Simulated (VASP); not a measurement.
Write the native input for VASP 6.6.1 that does the following.

| Property | Result |
| --- | --- |
| Task | dielectric tensor |
| Functional | r2SCAN |
| Potentials or basis | VASP PAW PBE potentials, release 64 (Ca_sv, O) |
| Cutoff | 520 eV |
| k mesh | 8 × 8 × 8 |
| Occupations | gaussian, width 0.01 eV |
| Spin | no spin polarisation |
| Dipole correction | no |
| Further INCAR settings | ALGO = Normal; EDIFF = 1e-08 |

The structure of CaO lies in POSCAR:

```
CaO
1.0
    0.0000000000      2.4455011158      2.4455011158
    2.4455011158      0.0000000000      2.4455011158
    2.4455011158      2.4455011158      0.0000000000
Ca O
1 1
Direct
    0.0000000000      0.0000000000      0.0000000000
    0.5000000000      0.5000000000      0.5000000000
```

This cell differs from its parent crystal: strain +2.0%.

These files were run (other wordings do the same):

INCAR

```
PREC = Accurate
ENCUT = 520
EDIFF = 1E-8
ISMEAR = 0
SIGMA = 0.01
LREAL = F
LASPH = T
NELM = 80
ALGO = Normal
ISIF = 2
LWAVE = F
LCHARG = F
METAGGA = R2SCAN
LMIXTAU = T
LCALCEPS = T
```

KPOINTS

```
regular mesh
0
Gamma
  8 8 8
```

Potentials or basis: VASP PAW PBE potentials, release 64 (Ca_sv, O).

Command:

```sh
$ cat potpaw_PBE.64/Ca_sv/POTCAR potpaw_PBE.64/O/POTCAR > POTCAR
$ mpirun -np 1 vasp_std > vasp.out
```

Results of the run:

```
Band gap on the k mesh                  : 4.20 eV (least direct gap 4.58 eV)
Electronic dielectric tensor (diagonal) : 3.47
Born charges (mean of the diagonal)     : Ca +2.30; O -2.30 e
```

Caveat: the cell differs from its parent crystal (strain +2.0%).

It took 27 min on 1 thread of Intel(R) Xeon(R) 6975P-C (Granite Rapids), on a shared host, peak memory 0.37 GiB.
